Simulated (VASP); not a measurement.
Set up this calculation in VASP 6.6.1, as the native input.

| Item | Value |
| --- | --- |
| Task | single point |
| Functional | PBEsol |
| Potentials or basis | VASP PAW PBE potentials, release 64 (Pt, S) |
| Cutoff | 520 eV |
| k mesh | 12 × 12 × 8 |
| Occupations | gaussian, width 0.02 eV |
| Spin | no spin polarisation |
| Dipole correction | no |
| Further INCAR settings | ALGO = Normal; EDIFF = 1e-06; NBANDS = 18 |

The structure of PtS2 lies in POSCAR:

```
PtS2
1.0
    3.5652098118      0.0000000000      0.0000000000
   -1.7826049059      3.0875622668      0.0000000000
    0.0000000000      0.0000000000      5.0712723580
Pt S
1 2
Direct
    0.0000000000      0.0000000000      0.0000000000
    0.3333333333      0.6666666667      0.2369863747
    0.6666666667      0.3333333333      0.7630136253
```

This cell differs from its parent crystal: volume scaled by 1.06, then relaxed in part.

One way to write it, as run:

INCAR

```
PREC = Accurate
ENCUT = 520
EDIFF = 1E-6
ISMEAR = 0
SIGMA = 0.02
LREAL = False
LASPH = True
NELM = 60
ALGO = Normal
ISIF = 2
LWAVE = False
LCHARG = False
GGA = PS
NBANDS = 18
```

KPOINTS

```
regular mesh
0
Gamma
  12 12 8
```

Potentials or basis: VASP PAW PBE potentials, release 64 (Pt, S).

Launch:

```sh
$ cat potpaw_PBE.64/Pt/POTCAR potpaw_PBE.64/S/POTCAR > POTCAR
$ mpirun -np 1 vasp_std > vasp.out
```

Results of the run:

```
Pressure               : -0.9 GPa
Largest force          : 0.018 eV/Å
Band gap on the k mesh : 0.67 eV, indirect (least direct gap 0.80 eV)
```

Caveat: the PAW data sets were made with another functional, which shifts forces and pressure a little; spin-orbit coupling is left out, which moves the levels of the heavy elements.

Run time: 94 s on 1 thread of Intel(R) Xeon(R) 6975P-C (Granite Rapids), on a shared host, peak memory 0.26 GiB.
